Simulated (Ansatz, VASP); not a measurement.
One calculation of BN, two programs

Contents of INCAR:

```
  PREC = Accurate
  ENCUT = 600
  EDIFF = 1E-6
  ISMEAR = 0
  SIGMA = 0.02
  LREAL = False
  LASPH = True
  NELM = 100
  ALGO = Normal
  ISIF = 3
  LWAVE = False
  LCHARG = False
  IBRION = 2
  NSW = 100
  EDIFFG = -0.002
```

File KPOINTS:

```
regular mesh
0
Gamma
  12 12 12
```

Contents of POSCAR:

```
BN
1.0
    0.0000000000      1.7894738744      1.7894738744
    1.7894738744      0.0000000000      1.7894738744
    1.7894738744      1.7894738744      0.0000000000
B N
1 1
Direct
    0.0000000000      0.0000000000      0.0000000000
    0.2500000000      0.2500000000      0.2500000000
```

Input for Ansatz:

```yaml
crystal:
  lattice:
    - [0.0, 1.7894738744, 1.7894738744]
    - [1.7894738744, 0.0, 1.7894738744]
    - [1.7894738744, 1.7894738744, 0.0]
  atoms:
    - { symbol: B, position: [0.0, 0.0, 0.0] }
    - { symbol: "N", position: [0.25, 0.25, 0.25] }
basis:
  ecutwfc: 600.0
kpoints:
  mp_grid: { grid: [12, 12, 12] }
hamiltonian:
  xc: lda
  pseudopotentials: { kind: paw, azcp: { folder: soft_1 } }
scf:
  occupations: { method: gaussian, width: 0.02 }
output:
  forces: true
  stress: true
  eigenvalues: true
  write_density: true
  write_potential: true
  elf: true
  volumetric_format: npy
relax:
  adjacent_minimum: "off"
  f_tol: 0.002
  max_steps: 80
  cell: { stress_tol: 0.02 }
```

Alike in both runs: task relaxation of cell and atoms; functional LDA; k mesh 12 × 12 × 12; occupations gaussian, width 0.02 eV; no spin polarisation.

|  | VASP | Ansatz |
| --- | --- | --- |
| version | VASP 6.6.1 | Ansatz 0.2.0 |
| potentials or method | VASP PAW LDA potentials, release 64 (B, N), cutoff 600 eV | scalar-relativistic, plane waves, PAW |
| valence electrons in the cell | 8 | 8 |

VASP gave:

- gap on the k mesh at the Fermi level, each at its own relaxed structure (eV): 4.38
- relaxed volume (Å³/atom): 5.75
- relaxed cell length with the largest relative difference (Å): 2.533

**Question.** What did Ansatz give for the same quantities?

**Answer.** gap on the k mesh at the Fermi level, each at its own relaxed structure (eV): 4.39; relaxed volume (Å³/atom): 5.74; relaxed cell length with the largest relative difference (Å): 2.531.

Ansatz warns that its potentials were made for another functional, while VASP's fit it. LDA's correlation is that of Perdew and Zunger in VASP and of Perdew and Wang (1992) in Ansatz.
